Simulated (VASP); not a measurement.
# Co in VASP: single point with PBE

Aim: the single point of Co with PBE.

All numbers are computed with VASP 6.6.1; they aren't measurements. Logs are shortened: lines on timing, memory, paths and dates and some standing lists are left out, and cuts for length are marked.

**1. The cell of the first run**

The cell holds a slab with vacuum, 9 atoms: a = 2.540 Å, b = 3.591 Å, c = 27.158 Å, α = 90.00°, β = 90.00°, γ = 90.00°.

**2. Single point, PBE, collinear spin, ferromagnetic start**

File INCAR:

```
SYSTEM = Co
  PREC = Accurate
  ENCUT = 520
  EDIFF = 1E-6
  ISMEAR = 0
  SIGMA = 0.1
  LREAL = .FALSE.
  LASPH = .TRUE.
  NELM = 150
  ALGO = Fast
  ISIF = 2
  LWAVE = .FALSE.
  LCHARG = .FALSE.
  ISPIN = 2
  MAGMOM = 3 3 3 3 3 3 3 3 3
  LORBIT = 11
  LMAXMIX = 4
  LDIPOL = .TRUE.
  IDIPOL = 3
  DIPOL = 0.5 0.5 0.497
  GGA = PE
  NBANDS = 54
  KPAR = 4
```

File KPOINTS:

```
regular mesh
0
G
  10 7 1
  0 0 0
```

File POSCAR:

```
Co
1.0
    2.5395032900      0.0000000000      0.0000000000
    0.0000000000      3.5914000000      0.0000000000
    0.0000000000      0.0000000000     27.1580133916
Co
9
Direct
    0.5000000000      0.5000000000      0.3129831287
    0.0000000000      0.0000000000      0.3597373517
    0.5000000000      0.5000000000      0.4064915643
    0.0000000000      0.0000000000      0.4532457874
    0.5000000000      0.5000000000      0.4975327252
    0.0000000000      0.0000000000      0.5439353840
    0.5000000000      0.5000000000      0.5884999770
    0.0000000000      0.0000000000      0.6361376801
    0.5000000000      0.5000000000      0.6740284832
```

Potentials or basis: VASP PAW PBE potentials, release 64 (Co).

Run with:

```bash
$ cat potpaw_PBE.64/Co/POTCAR > POTCAR
$ mpirun -np 4 vasp_std > vasp.out
```

OUTCAR:

```text
SYSTEM = Co
   PREC = Accurate
   ENCUT = 520
   EDIFF = 1E-6
   ISMEAR = 0
   LREAL = .FALSE.
   LASPH = .TRUE.
   NELM = 150
   ISIF = 2
   ISPIN = 2
   LORBIT = 11
   GGA = PE

 ion  position               nearest neighbor table
   1  0.500  0.500  0.313-   3 2.54   2 2.54   2 2.54   2 2.54   2 2.54
   2  0.000  0.000  0.360-   3 2.54   3 2.54   3 2.54   3 2.54   4 2.54   1 2.54   1 2.54   1 2.54
                             1 2.54
   3  0.500  0.500  0.406-   5 2.47   2 2.54   2 2.54   2 2.54   2 2.54   1 2.54   4 2.54   4 2.54
                             4 2.54   4 2.54
   4  0.000  0.000  0.453-   6 2.46   5 2.51   5 2.51   5 2.51   5 2.51   2 2.54   3 2.54   3 2.54
                             3 2.54   3 2.54
   5  0.500  0.500  0.498-   7 2.47   3 2.47   4 2.51   4 2.51   4 2.51   4 2.51   6 2.53   6 2.53
                             6 2.53   6 2.53
   6  0.000  0.000  0.544-   4 2.46   8 2.50   7 2.51   7 2.51   7 2.51   7 2.51   5 2.53   5 2.53
                             5 2.53   5 2.53
   7  0.500  0.500  0.588-   9 2.32   5 2.47   6 2.51   6 2.51   6 2.51   6 2.51   8 2.55   8 2.55
                             8 2.55   8 2.55
   8  0.000  0.000  0.636-   9 2.43   9 2.43   9 2.43   9 2.43   6 2.50   7 2.55   7 2.55   7 2.55
                             7 2.55
   9  0.500  0.500  0.674-   7 2.32   8 2.43   8 2.43   8 2.43   8 2.43

  LATTYP: Found a simple orthorhombic cell.
 ALAT       =     2.5395032900
 B/A-ratio  =     1.4142135646
 C/A-ratio  =    10.6942225665

  Lattice vectors:

 A1 = (   2.5395032900,   0.0000000000,   0.0000000000)
 A2 = (   0.0000000000,   3.5914000000,   0.0000000000)
 A3 = (   0.0000000000,   0.0000000000,  27.1580133916)

Analysis of symmetry for initial positions (statically):
=====================================================================
 Subroutine PRICEL returns:
 Original cell was already a primitive cell.

 Routine SETGRP: Setting up the symmetry group for a
 simple orthorhombic supercell.

 Subroutine GETGRP returns: Found  4 space group operations
 (whereof  4 operations were pure point group operations)
 out of a pool of  8 trial point group operations.

The static configuration has the point symmetry C_2v.

Analysis of symmetry for dynamics (positions and initial velocities):
=====================================================================
 Subroutine PRICEL returns:
 Original cell was already a primitive cell.

 Routine SETGRP: Setting up the symmetry group for a
 simple orthorhombic supercell.

 Subroutine GETGRP returns: Found  4 space group operations
 (whereof  4 operations were pure point group operations)
 out of a pool of  8 trial point group operations.

The dynamic configuration has the point symmetry C_2v.

Analysis of structural, dynamic, and magnetic symmetry:
=====================================================================
 Subroutine PRICEL returns:
 Original cell was already a primitive cell.

 Routine SETGRP: Setting up the symmetry group for a
 simple orthorhombic supercell.

 Subroutine GETGRP returns: Found  4 space group operations
 (whereof  4 operations were pure point group operations)
 out of a pool of  8 trial point group operations.

The overall configuration has the point symmetry C_2v.

 Subroutine INISYM returns: Found  4 space group operations
 (whereof  4 operations are pure point group operations),
 and found     1 'primitive' translations

----------------------------------------------------------------------------------------

                                     Primitive cell

  volume of cell :     247.6912

  direct lattice vectors                    reciprocal lattice vectors
     2.539503290  0.000000000  0.000000000     0.393777793  0.000000000  0.000000000
     0.000000000  3.591400000  0.000000000     0.000000000  0.278442947  0.000000000
     0.000000000  0.000000000 27.158013392     0.000000000  0.000000000  0.036821545

  length of vectors
     2.539503290  3.591400000 27.158013392     0.393777793  0.278442947  0.036821545
[... 87 lines left out ...]
   ICHARG =      2    charge: 1-file 2-atom 10-const
   ISPIN  =      2    spin polarized calculation?
   LNONCOLLINEAR =      F non collinear calculations
   LSORBIT =      F    spin-orbit coupling
   LASPH  =      T    aspherical Exc in radial PAW
   ENCUT  =  520.0 eV  38.22 Ry    6.18 a.u.   4.72  6.68 50.50*2*pi/ulx,y,z
   NELM   =    150;   NELMIN=  2; NELMDL= -5     # of ELM steps
   EDIFF  = 0.1E-05   stopping-criterion for ELM
   LREAL  =      F    real-space projection
   EDIFFG = 0.1E-04   stopping-criterion for IOM
   NSW    =      0    number of steps for IOM
   IBRION =     -1    ionic relax: 0-MD 1-quasi-New 2-CG
   NFREE  =      0    steps in history (QN), initial steepest desc. (CG)
   ISIF   =      2    stress and relaxation
   ISYM   =      2    0-nonsym 1-usesym 2-fastsym
   POTIM  = 0.5000    time-step for ionic-motion
   TEBEG  =    0.0;   TEEND  =   0.0 temperature during run
   PSTRESS=    0.0 pullay stress
   NELECT =      81.0000    total number of electrons
   NUPDOWN=      -1.0000    fix difference up-down
   EMIN   =  10.00;   EMAX   =-10.00  energy-range for DOS
   EFERMI =   0.00;   METHOD = LEGACY
   ISMEAR =     0;   SIGMA  =   0.10  broadening in eV -4-tet -1-fermi 0-gaus
   EFERMI_NEDOS =   21; number of points for ismear=-14 and -15
   IALGO  =     68    algorithm
   IMIX   =      4    mixing-type and parameters
     AMIX     =   0.40;   BMIX     =  1.00
     AMIX_MAG =   1.60;   BMIX_MAG =  1.00
  volume/ion in A,a.u.               =      27.52       185.72
  Fermi-wavevector in a.u.,A,eV,Ry     =   1.127889  2.131401 17.308425  1.272133
  Thomas-Fermi vector in A             =   2.264577
   LORBIT       =     11    0 simple, 1 ext, 2 COOP (PROOUT), +10 PAW based schemes
   GGA     = PE    functional components
   LHFCALC =     F    Hartree Fock is set to
   AEXX    =    0.0000 exact exchange contribution
   IVDW    =     0    specifies the selected vdW correction
   LEPSILON=     F    determine dielectric tensor
   LRPA    =     F    only Hartree local field effects (RPA)
 spin polarized calculation
 RMM-DIIS sequential band-by-band and
 Gauss-broadening in eV      SIGMA  =   0.10
  energy-cutoff  :      520.00
  volume of cell :      247.69
 maximum number of plane-waves:      6730
 NGX is ok and might be reduce to    20
   NGX =  9   NGY = 13   NGZ =101

 dipolmoment           0.000000      0.000000     -0.007019 electrons x Angstroem

 number of electron      81.0000051 magnetization      15.7985661

 dipolmoment           0.000000      0.000000      0.005089 electrons x Angstroem

 Free energy of the ion-electron system (eV)
  ---------------------------------------------------
  ext. energy  EPLUGINS =         0.00000000
  ---------------------------------------------------
  free energy    TOTEN  =       -60.20418352 eV

  energy without entropy =      -60.14710617  energy(sigma->0) =      -60.17564484

 E-fermi :   1.5111     XC(G=0):  -6.2001

 val. band max:        1.5098559288   @ k =   0.3000   0.0000   0.0000
 cond. band min:       1.5178120857   @ k =   0.4000   0.1429   0.0000
 fundamental gap:      0.0079561570
 Fermi energy:         1.5111129995

 spin component 1

 k-point     1 :       0.0000    0.0000    0.0000
  band No.  band energies     occupation
      1      -7.0238      1.00000
      2      -6.2161      1.00000
      3      -5.0446      1.00000
      4      -3.7147      1.00000
      5      -3.4906      1.00000
      6      -3.0984      1.00000
[... 1309 lines left out ...]
     51       4.9692      0.00000
     52       6.4393      0.00000
 Fermi energy:         1.5111129995

 spin component 2

 k-point     1 :       0.0000    0.0000    0.0000
  band No.  band energies     occupation
      1      -7.0018      1.00000
      2      -6.1788      1.00000
      3      -4.9652      1.00000
      4      -3.4961      1.00000
      5      -2.2520      1.00000
      6      -2.0790      1.00000
[... 1309 lines left out ...]
     51       5.7180      0.00000
     52       7.0605      0.00000
 [bands above 52 left out]

------------------------ aborting loop because EDIFF is reached ----------------------------------------

 vacuum level on the upper side and lower side of the slab       (xc-potential included)         0.052        -0.047

  FORCE on cell =-STRESS in cart. coord.  units (eV):
  Direction    XX          YY          ZZ          XY          YZ          ZX
  --------------------------------------------------------------------------------------
  -------------------------------------------------------------------------------------
  Total       -8.0780405     -6.7998257     -3.1812717      0.0000000      0.0000000      0.0000000
  in kB      -52.2523771    -43.9843122    -20.5778873      0.0000000      0.0000000      0.0000000
  external PRESSURE =     -38.9381922 kB  Pullay stress =       0.0000000 kB

 VOLUME and BASIS-vectors are now :
 -----------------------------------------------------------------------------
  energy-cutoff  :      520.00
  volume of cell :      247.69
      direct lattice vectors                 reciprocal lattice vectors
     2.539503290  0.000000000  0.000000000     0.393777793  0.000000000  0.000000000
     0.000000000  3.591400000  0.000000000     0.000000000  0.278442947  0.000000000
     0.000000000  0.000000000 27.158013392     0.000000000  0.000000000  0.036821545

 POSITION                                       TOTAL-FORCE (eV/Angst)
 -----------------------------------------------------------------------------------
      1.26975      1.79570      8.50000         0.000000      0.000000      1.221390
      0.00000      0.00000      9.76975         0.000000      0.000000     -0.432349
      1.26975      1.79570     11.03950         0.000000      0.000000     -0.391980
      0.00000      0.00000     12.30926         0.000000      0.000000     -0.372231
      1.26975      1.79570     13.51200         0.000000      0.000000     -0.006155
      0.00000      0.00000     14.77220         0.000000      0.000000      0.003282
      1.26975      1.79570     15.98249         0.000000      0.000000      0.000887
      0.00000      0.00000     17.27624         0.000000      0.000000     -0.010982
      1.26975      1.79570     18.30527         0.000000      0.000000     -0.011861
 -----------------------------------------------------------------------------------
    total drift:                               -0.000000      0.000000     -0.001440

  FREE ENERGIE OF THE ION-ELECTRON SYSTEM (eV)
  ---------------------------------------------------
  free  energy   TOTEN  =       -60.2041835222 eV

  energy  without entropy=      -60.1471061663  energy(sigma->0) =      -60.17564484

 vacuum level on the upper side and lower side of the slab         5.947         5.846

 total charge

# of ion       s       p       d       tot
------------------------------------------
    1        0.442   0.280   7.200   7.923
    2        0.461   0.444   7.204   8.108
    3        0.468   0.472   7.221   8.160
    4        0.473   0.488   7.228   8.189
    5        0.477   0.495   7.234   8.206
    6        0.475   0.492   7.229   8.196
    7        0.481   0.501   7.239   8.221
    8        0.483   0.478   7.238   8.200
    9        0.482   0.346   7.237   8.066
--------------------------------------------------
tot          4.242   3.996  65.030  73.268

 magnetization (x)

# of ion       s       p       d       tot
------------------------------------------
    1        0.003  -0.019   1.959   1.943
    2       -0.011  -0.046   1.821   1.763
    3       -0.010  -0.044   1.805   1.751
    4       -0.011  -0.048   1.786   1.727
    5       -0.011  -0.047   1.769   1.710
    6       -0.011  -0.050   1.790   1.729
    7       -0.011  -0.046   1.794   1.738
    8       -0.011  -0.048   1.768   1.709
    9       -0.004  -0.027   1.906   1.876
--------------------------------------------------
tot         -0.077  -0.374  16.398  15.946
```

Wall time 25 min (4 MPI ranks of Oxide Virtual Turin-like, shared host); peak memory 0.69 GiB.

What came out:

- Free energy: -60.2042 eV
- Largest force: 1.221 eV/Å
- Net moment: 15.80 μB per cell
- Site moments: Co +1.94, +1.76, +1.75, +1.73, +1.71, +1.74, +1.88 (each value once) μB
- Valence electrons inside the program's atomic spheres: Co 7.92, 8.11, 8.16, 8.19, 8.21, 8.20, 8.22, 8.07 (each value once)

Forces in eV/Å, atoms in the order of the input:
```
Co   0.000  0.000  1.221
Co   0.000  0.000 -0.432
Co   0.000  0.000 -0.392
Co   0.000  0.000 -0.372
Co   0.000  0.000 -0.006
Co   0.000  0.000  0.003
Co   0.000  0.000  0.001
Co   0.000  0.000 -0.011
Co   0.000  0.000 -0.012
```
